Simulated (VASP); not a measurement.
**SiNi: single point with PBE**

SiNi:

```xyz
4
Lattice="3.0551 0.0000 0.0000 0.0000 3.2583 0.0000 0.0000 0.0000 4.7094" Properties=species:S:1:pos:R:3 pbc="T T T"
Si    1.5275    1.6292    3.9709
Si    0.0000    0.0000    0.7385
Ni    1.5275    1.6292    1.6121
Ni    0.0000    0.0000    3.0973
```

```json
{
  "Program": "VASP 6.6.1",
  "Task": "single point",
  "Functional": "PBE",
  "Potentials or basis": "VASP PAW PBE potentials, release 64 (Si, Ni)",
  "Cutoff": "520 eV",
  "k mesh": "14 × 12 × 10",
  "Occupations": "gaussian, width 0.1 eV",
  "Spin": "no spin polarisation",
  "Dipole correction": "no",
  "Further INCAR settings": "ALGO = Normal; EDIFF = 1e-07; NBANDS = 22"
}
```

```yaml
Pressure: 0.1 GPa
Largest_force: 0.008 eV/Å
Band_gap_on_the_k_mesh: zero (bands 14 and 15 overlap by 2.58 eV)
```

Forces in eV/Å, atoms in the order of the input:
```
Si   0.000  0.000  0.002
Si   0.000  0.000 -0.002
Ni   0.000  0.000  0.008
Ni   0.000  0.000 -0.008
```

Stress tensor (GPa, compression positive):
```
-0.02  0.00  0.00
 0.00 -0.02  0.00
 0.00  0.00  0.20
```

Levels at points of the mesh, in eV from the Fermi level:
```
           k point  band 10  band 11  band 12  band 13  band 14  band 15  band 16  band 17  band 18  band 19
(0.00, 0.00, 0.00)    -2.50    -2.29    -1.95    -1.92    -0.90     0.58     3.08     4.92     5.41     6.59
(0.50, 0.00, 0.00)    -2.50    -2.44    -2.44    -1.65    -1.65     1.63     1.63     3.57     3.57     6.24
(0.00, 0.50, 0.00)    -2.60    -2.23    -2.23    -1.99    -1.99     1.28     1.28     4.44     4.44     7.30
(0.50, 0.50, 0.00)    -3.19    -1.92    -1.92    -1.63    -1.63     1.48     1.48     1.97     1.97     3.93
(0.00, 0.00, 0.50)    -2.66    -2.64    -2.00     1.33     2.12     2.24     2.36     2.68     3.62     3.79
(0.50, 0.00, 0.50)    -2.32    -2.10    -2.10    -1.48    -1.48     3.83     3.83     5.36     5.36     5.86
(0.00, 0.50, 0.50)    -2.39    -1.98    -1.98    -1.85    -1.85     4.83     4.83     5.33     5.33     6.98
(0.50, 0.50, 0.50)    -2.66    -1.93    -1.93    -1.58    -1.58    -0.36    -0.36     0.93     0.93     8.23
```

It took 2.3 min on 1 thread of Intel(R) Xeon(R) 6975P-C (Granite Rapids) (shared host), peak memory 0.38 GiB.

Spin polarisation is off, so any magnetic state and its effect on volume and gap are missing.
